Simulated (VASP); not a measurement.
Set up this calculation in VASP 6.6.1, as the native input.

* Task: single point
* Functional: PBE
* Potentials or basis: VASP PAW PBE potentials, release 64 (Sn_d, O)
* Cutoff: 520 eV
* k mesh: 6 × 6 × 6
* Occupations: gaussian, width 0.1 eV
* Spin: no spin polarisation
* Dipole correction: no
* Further INCAR settings: ALGO = Normal; EDIFF = 1e-07; NBANDS = 20

The structure of SnO2 lies in POSCAR:

```
SnO2
1.0
    3.5632043514      0.0000000000      0.0000000000
    0.0000000000      3.5632043514      0.0000000000
    0.0000000000      0.0000000000      2.8511041259
Sn O
1 2
Direct
    0.0000000000      0.0000000000      0.5000000000
    0.5000000000      0.0000000000      0.0000000000
    0.0000000000      0.5000000000      0.0000000000
```

The cell was built from a structure type or drawn by symmetry, and may not be a known phase.

These files were run (other wordings do the same):

INCAR

```
ALGO = Normal
EDIFF = 1E-7
ENCUT = 520
GGA = PE
ISIF = 2
ISMEAR = 0
LASPH = T
LCHARG = F
LREAL = F
LWAVE = F
NBANDS = 20
NELM = 60
PREC = Accurate
SIGMA = 0.1
```

KPOINTS

```
k-points
0
Gamma
  6 6 6
```

Potentials or basis: VASP PAW PBE potentials, release 64 (Sn_d, O).

The run is started by

```bash
$ cat potpaw_PBE.64/Sn_d/POTCAR potpaw_PBE.64/O/POTCAR > POTCAR
$ mpirun -np 1 vasp_std > vasp.out
```

It gave:

```yaml
Pressure: 0.4 GPa
Band_gap_on_the_k_mesh: zero (bands 13 and 14 overlap by 1.19 eV)
```

Caveat: the k points lie up to 0.37 Å⁻¹ apart, too coarse for converged energies and pressures of a metal; spin-orbit coupling is left out, which moves the levels of the heavy elements.

Wall time 12 s on 1 thread of Intel(R) Xeon(R) 6975P-C (Granite Rapids), on a shared host, peak memory 0.16 GiB.
